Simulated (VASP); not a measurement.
A run of VASP 6.6.1:

INCAR

```
ALGO = Normal
EDIFF = 1E-7
EDIFFG = -0.01
ENCUT = 600
GGA = PE
IBRION = 2
ISIF = 3
ISMEAR = -1
LASPH = T
LCHARG = F
LDAU = T
LDAUJ = 0 0
LDAUL = 2 -1
LDAUPRINT = 1
LDAUTYPE = 2
LDAUU = 3.5 0
LMAXMIX = 4
LREAL = F
LWAVE = F
NELM = 150
NSW = 60
PREC = Accurate
SIGMA = 0.05
```

Contents of KPOINTS:

```
k-points
0
Gamma
  9 9 9
```

Contents of POSCAR:

```
HfO2
1.0
    0.0000000000      2.5575000000      2.5575000000
    2.5575000000      0.0000000000      2.5575000000
    2.5575000000      2.5575000000      0.0000000000
Hf O
1 2
Direct
    0.0000000000      0.0000000000      0.0000000000
    0.7500000000      0.7500000000      0.7500000000
    0.2500000000      0.2500000000      0.2500000000
```

Potentials or basis: VASP PAW PBE potentials, release 64 (Hf_pv, O).

Run with:

```sh
$ cat potpaw_PBE.64/Hf_pv/POTCAR potpaw_PBE.64/O/POTCAR > POTCAR
$ mpirun -np 1 vasp_std > vasp.out
```

Hardware: 1 thread of Intel Xeon 8259CL (shared host).

How long does it take, and how much memory?

Wall time 69 s on 1 thread of Intel Xeon 8259CL, with other jobs on the host, peak memory 0.18 GiB. Counts: scf iterations 31, k points 35, ion steps 3.
